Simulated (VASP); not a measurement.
A run of VASP 6.6.1 is set up as follows.

Contents of INCAR:

```
SYSTEM = PtSe2
ALGO = Normal
EDIFF = 1E-7
ENCUT = 520
GGA = PE
ISIF = 2
ISMEAR = 0
LASPH = .TRUE.
LCHARG = .TRUE.
LELF = .TRUE.
LREAL = .FALSE.
LVHAR = .TRUE.
LWAVE = .FALSE.
NBANDS = 18
NELM = 60
PREC = Accurate
SIGMA = 0.1
```

KPOINTS

```
k-points
0
G
  6 6 4
  0 0 0
```

Contents of POSCAR:

```
PtSe2
1.0
    3.3200057355      0.0000000000      0.0000000000
    0.0000000000      3.3200057355      0.0000000000
    0.0000000000      0.0000000000      5.6880833508
Pt Se
1 2
Direct
    0.5000000000      0.5000000000      0.0000000000
    0.0000000000      0.0000000000      0.2620808545
    0.0000000000      0.0000000000      0.7379191455
```

Potentials or basis: VASP PAW PBE potentials, release 64 (Pt, Se).

The run is started by

```console
$ cat potpaw_PBE.64/Pt/POTCAR potpaw_PBE.64/Se/POTCAR > POTCAR
$ mpirun -np 1 vasp_std > vasp.out
```

Question: What does it give for the band gap on the k mesh?

Answer: Zero (band 11 reaches 7.61 eV, above the bottom of band 12 at 5.61 eV).

Question: Predict the largest force.

Answer: 0.037 eV/Å.

Question: Predict the pressure.

Answer: -0.1 GPa.

Forces in eV/Å, atoms in the order of the input:
```
Pt   0.000  0.000  0.000
Se   0.000  0.000 -0.037
Se   0.000  0.000  0.037
```

Caveat: spin-orbit coupling is left out, which moves the levels of the heavy elements.
